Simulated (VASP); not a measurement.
# SrAl3 (Pm-3m) in VASP: density of states with PBE

Aim: the density of states of SrAl3 with PBE.

Everything below comes from runs of VASP 6.6.1. Logs are shortened: lines on timing, memory, paths and dates and some standing lists are left out, and cuts for length are marked.

## 1. The cell of the first run

It takes space group Pm-3m (No. 221, cubic). The conventional cell has a = 4.474 Å, b = 4.474 Å, c = 4.474 Å, α = 90.00°, β = 90.00°, γ = 90.00°. Sr (site symmetry m-3m) has 12 Al at 3.16 Å within 4.2 Å. Al (site symmetry 4/mmm) has 4 Sr at 3.16 Å and 8 Al at 3.16 Å within 4.2 Å.

## 2. Density of states, PBE

POSCAR

```
SrAl3
1.0
    4.4737020881      0.0000000000      0.0000000000
    0.0000000000      4.4737020881      0.0000000000
    0.0000000000      0.0000000000      4.4737020881
Sr Al
1 3
Direct
    0.0000000000      0.0000000000      0.0000000000
    0.0000000000      0.5000000000      0.5000000000
    0.5000000000      0.5000000000      0.0000000000
    0.5000000000      0.0000000000      0.5000000000
```

INCAR.step1

```
PREC = Accurate
ENCUT = 520
EDIFF = 1E-7
ISMEAR = 0
SIGMA = 0.05
LREAL = F
LASPH = T
NELM = 60
ALGO = Normal
ISIF = 2
LWAVE = F
LCHARG = T
GGA = PE
NBANDS = 18
```

KPOINTS.step1

```
Automatic mesh
0
Gamma
  8 8 8
```

INCAR.step2

```
PREC = Accurate
ENCUT = 520
EDIFF = 1E-7
ISMEAR = -5
SIGMA = 0.05
LREAL = F
LASPH = T
NELM = 60
ALGO = Normal
ISIF = 2
LWAVE = F
LCHARG = F
GGA = PE
LORBIT = 10
NEDOS = 2001
ICHARG = 11
```

KPOINTS.step2

```
Automatic mesh
0
Gamma
  12 12 12
```

Potentials or basis: VASP PAW PBE potentials, release 64 (Sr_sv, Al).

The run is started by

```
cat potpaw_PBE.64/Sr_sv/POTCAR potpaw_PBE.64/Al/POTCAR > POTCAR
cp INCAR.step1 INCAR
cp KPOINTS.step1 KPOINTS
mpirun -np 1 vasp_std > vasp.out
cp INCAR.step2 INCAR
cp KPOINTS.step2 KPOINTS
mpirun -np 1 vasp_std > vasp.out
```

OUTCAR:

```text
PREC = Accurate
   ENCUT = 520
   EDIFF = 1E-7
   ISMEAR = -5
   LREAL = F
   LASPH = T
   NELM = 60
   ISIF = 2
   GGA = PE
   LORBIT = 10
   ICHARG = 11

 ion  position               nearest neighbor table
   1  0.000  0.000  0.000-   2 3.16   3 3.16   4 3.16   2 3.16   4 3.16   2 3.16   3 3.16   2 3.16
                             3 3.16   4 3.16   4 3.16   3 3.16
   2  0.000  0.500  0.500-   1 3.16   3 3.16   4 3.16   1 3.16   3 3.16   1 3.16   4 3.16   1 3.16
                             3 3.16   4 3.16   3 3.16   4 3.16
   3  0.500  0.500  0.000-   1 3.16   2 3.16   4 3.16   2 3.16   4 3.16   1 3.16   4 3.16   4 3.16
                             1 3.16   2 3.16   2 3.16   1 3.16
   4  0.500  0.000  0.500-   1 3.16   2 3.16   3 3.16   1 3.16   3 3.16   2 3.16   3 3.16   3 3.16
                             1 3.16   2 3.16   1 3.16   2 3.16

  LATTYP: Found a simple cubic cell.
 ALAT       =     4.4737020881

  Lattice vectors:

 A1 = (   4.4737020881,   0.0000000000,   0.0000000000)
 A2 = (   0.0000000000,   4.4737020881,   0.0000000000)
 A3 = (   0.0000000000,   0.0000000000,   4.4737020881)

Analysis of symmetry for initial positions (statically):
=====================================================================
 Subroutine PRICEL returns:
 Original cell was already a primitive cell.

 Routine SETGRP: Setting up the symmetry group for a
 simple cubic supercell.

 Subroutine GETGRP returns: Found 48 space group operations
 (whereof 48 operations were pure point group operations)
 out of a pool of 48 trial point group operations.

The static configuration has the point symmetry O_h .

Analysis of symmetry for dynamics (positions and initial velocities):
=====================================================================
 Subroutine PRICEL returns:
 Original cell was already a primitive cell.

 Routine SETGRP: Setting up the symmetry group for a
 simple cubic supercell.

 Subroutine GETGRP returns: Found 48 space group operations
 (whereof 48 operations were pure point group operations)
 out of a pool of 48 trial point group operations.

The dynamic configuration has the point symmetry O_h .

 Subroutine INISYM returns: Found 48 space group operations
 (whereof 48 operations are pure point group operations),
 and found     1 'primitive' translations

----------------------------------------------------------------------------------------

                                     Primitive cell

  volume of cell :      89.5367

  direct lattice vectors                    reciprocal lattice vectors
     4.473702088  0.000000000  0.000000000     0.223528519  0.000000000  0.000000000
     0.000000000  4.473702088  0.000000000     0.000000000  0.223528519  0.000000000
     0.000000000  0.000000000  4.473702088     0.000000000  0.000000000  0.223528519

  length of vectors
     4.473702088  4.473702088  4.473702088     0.223528519  0.223528519  0.223528519

  position of ions in fractional coordinates (direct lattice)
     0.000000000  0.000000000  0.000000000
     0.000000000  0.500000000  0.500000000
     0.500000000  0.500000000  0.000000000
     0.500000000  0.000000000  0.500000000

  ion indices of the primitive-cell ions
   primitive index   ion index
                 1           1
                 2           2
                 3           3
                 4           4

----------------------------------------------------------------------------------------

 KPOINTS: Automatic mesh

Automatic generation of k-mesh.
 Grid dimensions read from file:
 generate k-points for:   12   12   12

 Generating k-lattice:

  Cartesian coordinates                     Fractional coordinates (reciprocal lattice)
     0.018627377  0.000000000  0.000000000     0.083333333  0.000000000  0.000000000
     0.000000000  0.018627377  0.000000000     0.000000000  0.083333333  0.000000000
     0.000000000  0.000000000  0.018627377     0.000000000  0.000000000  0.083333333

  Length of vectors
     0.018627377  0.018627377  0.018627377

  Shift w.r.t. Gamma in fractional coordinates (k-lattice)
     0.000000000  0.000000000  0.000000000

 TETIRR: Found    854 inequivalent tetrahedra from    10368

 Subroutine IBZKPT returns following result:
 ===========================================

 Found     84 irreducible k-points:

 Following reciprocal coordinates:
            Coordinates               Weight
  0.000000  0.000000  0.000000      1.000000
  0.083333  0.000000  0.000000      6.000000
  0.166667  0.000000  0.000000      6.000000
  0.250000  0.000000  0.000000      6.000000
  0.333333  0.000000  0.000000      6.000000
  0.416667  0.000000  0.000000      6.000000
[... 16 lines left out ...]
  0.333333  0.333333  0.000000     12.000000
  0.416667  0.333333  0.000000     24.000000
 [... further k-points ...]
   k-points           NKPTS =     84   k-points in BZ     NKDIM =     84   number of bands    NBANDS=     13
   number of dos      NEDOS =   2001   number of ions     NIONS =      4
   total plane-waves  NPLWV =  46656
   dimension x,y,z NGX =    36 NGY =   36 NGZ =   36
   dimension x,y,z NGXF=    72 NGYF=   72 NGZF=   72
   ions per type =               1   3
   NGX,Y,Z   is equivalent  to a cutoff of  13.38, 13.38, 13.38 a.u.
   NGXF,Y,Z  is equivalent  to a cutoff of  26.76, 26.76, 26.76 a.u.
 SYSTEM =  unknown system
   PREC   = accura    normal or accurate (medium, high low for compatibility)
   ISTART =      0    job   : 0-new  1-cont  2-samecut
   ICHARG =     11    charge: 1-file 2-atom 10-const
   ISPIN  =      1    spin polarized calculation?
   LNONCOLLINEAR =      F non collinear calculations
   LSORBIT =      F    spin-orbit coupling
   LASPH  =      T    aspherical Exc in radial PAW
   ENCUT  =  520.0 eV  38.22 Ry    6.18 a.u.   8.32  8.32  8.32*2*pi/ulx,y,z
   NELM   =     60;   NELMIN=  2; NELMDL=  0     # of ELM steps
   EDIFF  = 0.1E-06   stopping-criterion for ELM
   LREAL  =      F    real-space projection
   EDIFFG = 0.1E-05   stopping-criterion for IOM
   NSW    =      0    number of steps for IOM
   IBRION =     -1    ionic relax: 0-MD 1-quasi-New 2-CG
   NFREE  =      0    steps in history (QN), initial steepest desc. (CG)
   ISIF   =      2    stress and relaxation
   ISYM   =      2    0-nonsym 1-usesym 2-fastsym
   POTIM  = 0.5000    time-step for ionic-motion
   TEBEG  =    0.0;   TEEND  =   0.0 temperature during run
   PSTRESS=    0.0 pullay stress
   NELECT =      19.0000    total number of electrons
   NUPDOWN=      -1.0000    fix difference up-down
   EMIN   =  10.00;   EMAX   =-10.00  energy-range for DOS
   EFERMI =   0.00;   METHOD = LEGACY
   ISMEAR =    -5;   SIGMA  =   0.05  broadening in eV -4-tet -1-fermi 0-gaus
   EFERMI_NEDOS =   21; number of points for ismear=-14 and -15
   IALGO  =     38    algorithm
   IMIX   =      4    mixing-type and parameters
     AMIX     =   0.40;   BMIX     =  1.00
     AMIX_MAG =   1.60;   BMIX_MAG =  1.00
  volume/ion in A,a.u.               =      22.38       151.06
  Fermi-wavevector in a.u.,A,eV,Ry     =   0.976470  1.845261 12.973073  0.953494
  Thomas-Fermi vector in A             =   2.107091
   LORBIT       =     10    0 simple, 1 ext, 2 COOP (PROOUT), +10 PAW based schemes
   GGA     = PE    functional components
   LHFCALC =     F    Hartree Fock is set to
   AEXX    =    0.0000 exact exchange contribution
   IVDW    =     0    specifies the selected vdW correction
   LEPSILON=     F    determine dielectric tensor
   LRPA    =     F    only Hartree local field effects (RPA)
 non-spin polarized calculation
 Fermi weights with tetrahedron method with Bloechl corrections
  energy-cutoff  :      520.00
  volume of cell :       89.54
 maximum number of plane-waves:      2469
 NGX is ok and might be reduce to    36

 number of electron      19.0000001 magnetization

 Free energy of the ion-electron system (eV)
  ---------------------------------------------------
  ext. energy  EPLUGINS =         0.00000000
  ---------------------------------------------------
  free energy    TOTEN  =       -12.83491926 eV

  energy without entropy =      -12.83491926  energy(sigma->0) =      -12.83491926

 E-fermi :   4.9642     XC(G=0):  -9.5260

 val. band max:        5.0504236268   @ k =   0.5000   0.5000   0.0833
 cond. band min:       4.8805805705   @ k =   0.4167   0.1667   0.1667
 fundamental gap:     -0.1698430563
 Fermi energy:         4.9642021342

 k-point     1 :       0.0000    0.0000    0.0000
  band No.  band energies     occupation
      1     -29.3288      2.00000
      2     -11.5133      2.00000
      3     -11.5133      2.00000
      4     -11.5133      2.00000
      5      -3.2698      2.00000
      6       2.6898      2.00000
      7       2.6898      2.00000
      8       4.0348      2.00000
      9       4.0348      2.00000
     10       4.0348      2.00000
     11       7.3857      0.00000
     12       8.1415      0.00000
     13       8.1415      0.00000

 k-point     2 :       0.0833    0.0000    0.0000
  band No.  band energies     occupation
      1     -29.3285      2.00000
      2     -11.5233      2.00000
      3     -11.5124      2.00000
      4     -11.5124      2.00000
      5      -3.2088      2.00000
      6       2.3501      2.00000
      7       2.7402      2.00000
      8       4.0351      2.00000
      9       4.0351      2.00000
     10       4.2848      2.14837
     11       7.6062      0.00000
     12       7.7975      0.00000
     13       7.7980      0.00000
[... 321 lines left out ...]
 k-point    23 :       0.3333    0.3333    0.0000
  band No.  band energies     occupation
      1     -29.3229      2.00000
      2     -11.6076      2.00000
      3     -11.6008      2.00000
      4     -11.4935      2.00000
      5      -1.5867      2.00000
      6       0.8093      2.00000
      7       0.8387      2.00000
      8       3.4882      2.00000
      9       4.4957      2.00000
     10       5.6308      0.00000
     11       5.6553      0.00000
     12       7.7099      0.00000
     13       7.8388      0.00000

 k-point    24 :       0.4167    0.3333    0.0000
  band No.  band energies     occupation
      1     -29.3222      2.00000
      2     -11.6284      2.00000
      3     -11.5995      2.00000
      4     -11.4911      2.00000
      5      -1.2373      2.00000
      6       0.2486      2.00000
      7       1.0948      2.00000
      8       3.0286      2.00000
      9       4.6457      2.00500
     10       5.5089      0.00000
     11       6.0907      0.00000
     12       7.3668      0.00000
     13       7.3746      0.00000

 [... further k-points ...]
[... 5 lines left out ...]
  --------------------------------------------------------------------------------------
  -------------------------------------------------------------------------------------
  Total       -0.0049937     -0.0049937     -0.0049937     -0.0000000      0.0000000     -0.0000000
  in kB       -0.0893571     -0.0893571     -0.0893571     -0.0000000      0.0000000     -0.0000000
  external PRESSURE =      -0.0893571 kB  Pullay stress =       0.0000000 kB

 VOLUME and BASIS-vectors are now :
 -----------------------------------------------------------------------------
  energy-cutoff  :      520.00
  volume of cell :       89.54
      direct lattice vectors                 reciprocal lattice vectors
     4.473702088  0.000000000  0.000000000     0.223528519  0.000000000  0.000000000
     0.000000000  4.473702088  0.000000000     0.000000000  0.223528519  0.000000000
     0.000000000  0.000000000  4.473702088     0.000000000  0.000000000  0.223528519

 POSITION                                       TOTAL-FORCE (eV/Angst)
 -----------------------------------------------------------------------------------
      0.00000      0.00000      0.00000         0.000000      0.000000      0.000000
      0.00000      2.23685      2.23685         0.000000      0.000000      0.000000
      2.23685      2.23685      0.00000         0.000000      0.000000      0.000000
      2.23685      0.00000      2.23685         0.000000      0.000000      0.000000
 -----------------------------------------------------------------------------------
    total drift:                               -0.000000     -0.000000     -0.000000

  FREE ENERGIE OF THE ION-ELECTRON SYSTEM (eV)
  ---------------------------------------------------
  free  energy   TOTEN  =       -12.8349192572 eV

  energy  without entropy=      -12.8349192572  energy(sigma->0) =      -12.83491926

 total charge

# of ion       s       p       d       tot
------------------------------------------
    1        2.026   5.797   0.389   8.212
    2        0.455   0.296   0.000   0.751
    3        0.455   0.296   0.000   0.751
    4        0.455   0.296   0.000   0.751
--------------------------------------------------
tot          3.390   6.684   0.389  10.463
```

It took 4.2 min on 1 thread of Oxide Virtual Turin-like, shared host; peak memory 0.23 GiB.

What came out:

* Valence electrons inside the program's atomic spheres: Sr 8.21; Al 0.75

Caveat: tetrahedron occupations give inexact forces and stress in metals.
